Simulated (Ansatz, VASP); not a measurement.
# NaF: VASP beside Ansatz

Contents of INCAR:

```
SYSTEM = NaF
PREC = Accurate ; ENCUT = 520
EDIFF = 1E-6 ; ISMEAR = -1
SIGMA = 0.05 ; LREAL = .FALSE.
LASPH = .TRUE. ; NELM = 100
ALGO = Normal ; ISIF = 2
LWAVE = .FALSE. ; LCHARG = .FALSE.
GGA = PS ; NBANDS = 14
```

KPOINTS

```
regular mesh
0
G
  10 10 10
  0 0 0
```

Contents of POSCAR:

```
NaF
1.0
    0.0000000000      2.3353646862      2.3353646862
    2.3353646862      0.0000000000      2.3353646862
    2.3353646862      2.3353646862      0.0000000000
Na F
1 1
Direct
    0.0000000000      0.0000000000      0.0000000000
    0.5000000000      0.5000000000      0.5000000000
```

Contents of input.yaml:

```yaml
crystal:
  lattice:
    - [0.0, 2.3353646862, 2.3353646862]
    - [2.3353646862, 0.0, 2.3353646862]
    - [2.3353646862, 2.3353646862, 0.0]
  atoms:
    - { symbol: Na, position: [0.0, 0.0, 0.0] }
    - { symbol: F, position: [0.5, 0.5, 0.5] }
kpoints:
  mp_grid: { grid: [10, 10, 10] }
scf:
  occupations: { method: fermi_dirac, width: 0.05 }
hamiltonian:
  xc: pbesol
  pseudopotentials: { kind: all_electron, lapw: { basis_error: 0.001 } }
output:
  forces: true
  stress: true
  eigenvalues: true
```

Change from the starting cell: volume scaled by 1.02.

Alike in both runs: task single point; functional PBEsol; k mesh 10 × 10 × 10; occupations fermi-dirac, width 0.05 eV; no spin polarisation.

|  | VASP | Ansatz |
| --- | --- | --- |
| version | VASP 6.6.1 | Ansatz 0.2.0 |
| potentials or method | VASP PAW PBE potentials, release 64 (Na_pv, F), cutoff 520 eV | all-electron LAPW, scalar-relativistic |

Ansatz gave:

| Property | Result |
| --- | --- |
| gap on the k mesh at the Fermi level (eV) | 6.05 |
| least direct gap on the mesh (eV) | 6.05 |
| pressure (GPa) | -1.2 |

**Question.** Estimate VASP's values.

**Answer.** gap on the k mesh at the Fermi level (eV): 6.04; least direct gap on the mesh (eV): 6.04; pressure (GPa): -1.3.

VASP's potentials were made for PBE, not for PBEsol. Ansatz ran all-electron here, and VASP with PAW potentials.
